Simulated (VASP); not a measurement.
A run of VASP 6.6.1 is set up as follows.

Contents of INCAR:

```
SYSTEM = Nb2Te
PREC = Accurate ; ENCUT = 520
EDIFF = 1E-6 ; ISMEAR = 0
SIGMA = 0.1 ; LREAL = .False.
LASPH = .True. ; NELM = 100
ALGO = Fast ; ISIF = 2
LWAVE = .False. ; LCHARG = .False.
GGA = PE ; NBANDS = 23
```

The input KPOINTS:

```
regular mesh
0
Gamma
  14 14 8
  0 0 0
```

POSCAR

```
Nb2Te
1.0
    3.3923308432      0.0000000000      0.0000000000
    0.0000000000      3.3923308432      0.0000000000
    0.0000000000      0.0000000000      5.6546287868
Nb Te
2 1
Direct
    0.5000000000      0.5000000000      0.2839490888
    0.5000000000      0.5000000000      0.7160509112
    0.0000000000      0.0000000000      0.0000000000
```

Potentials or basis: VASP PAW PBE potentials, release 64 (Nb_sv, Te).

Run with:

```bash
$ cat potpaw_PBE.64/Nb_sv/POTCAR potpaw_PBE.64/Te/POTCAR > POTCAR
$ mpirun -np 1 vasp_std > vasp.out
```

(1) Predict the pressure.

(2) What does it give for the largest force?

## Answers

(1) -0.2 GPa.

(2) 0.027 eV/Å.
